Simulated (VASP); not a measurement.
# Be: relaxation of shape and atoms at fixed volume with PBE+D3(BJ)

Be:

```xyz
2
Lattice="2.2876 0.0000 0.0000 -1.1438 1.9811 0.0000 0.0000 0.0000 3.6069" Properties=species:S:1:pos:R:3 pbc="T T T"
Be    0.0000    1.3208    0.9017
Be    1.1438    0.6604    2.7052
```

```yaml
Program: VASP 6.6.1
Task: relaxation of shape and atoms at fixed volume
Functional: PBE
Dispersion: D3(BJ)
Potentials_or_basis: VASP PAW PBE potentials, release 64 (Be)
Cutoff: 600 eV
k_mesh: 21 × 21 × 12
Occupations: gaussian, width 0.1 eV
Spin: no spin polarisation
Dipole_correction: no
Further_INCAR_settings: ALGO = Normal; EDIFF = 1e-06; IBRION = 2; EDIFFG = -0.01; NSW = 50; ISIF = 4
```

```yaml
Energy_gained_by_relaxing: 0.0 meV/atom
Ionic_steps: 2
Pressure_after_relaxing: -10.7 GPa
Band_gap_on_the_k_mesh: zero (bands 2 and 3 overlap by 2.05 eV)
Dispersion_energy_per_atom: -0.343 eV
```

Stress tensor (GPa, compression positive):
```
-10.66   0.00   0.00
  0.00 -10.66   0.00
  0.00   0.00 -10.79
```

Final structure:
```cif
data_structure
_symmetry_space_group_name_H-M 'P 1'
_symmetry_Int_Tables_number 1
_cell_length_a 2.2887
_cell_length_b 2.2887
_cell_length_c 3.6034
_cell_angle_alpha 90.000
_cell_angle_beta 90.000
_cell_angle_gamma 120.000
_cell_volume 16.35
loop_
_atom_site_label
_atom_site_type_symbol
_atom_site_fract_x
_atom_site_fract_y
_atom_site_fract_z
_atom_site_occupancy
Be1 Be 0.33333 0.66667 0.25000 1
Be2 Be 0.66667 0.33333 0.75000 1
```

Levels at points of the mesh, in eV from the Fermi level:
| k point | band 1 | band 2 | band 3 | band 4 | band 5 | band 6 |
| --- | --- | --- | --- | --- | --- | --- |
| (0.00, 0.00, 0.00) | -11.21 | -4.36 | 0.96 | 15.54 | 15.54 | 18.32 |
| (0.00, 0.00, 0.50) | -9.07 | -9.07 | 10.40 | 10.40 | 17.14 | 17.14 |

It took 56 s on 1 thread of Intel Xeon 8259CL, on a shared host, peak memory 0.16 GiB.
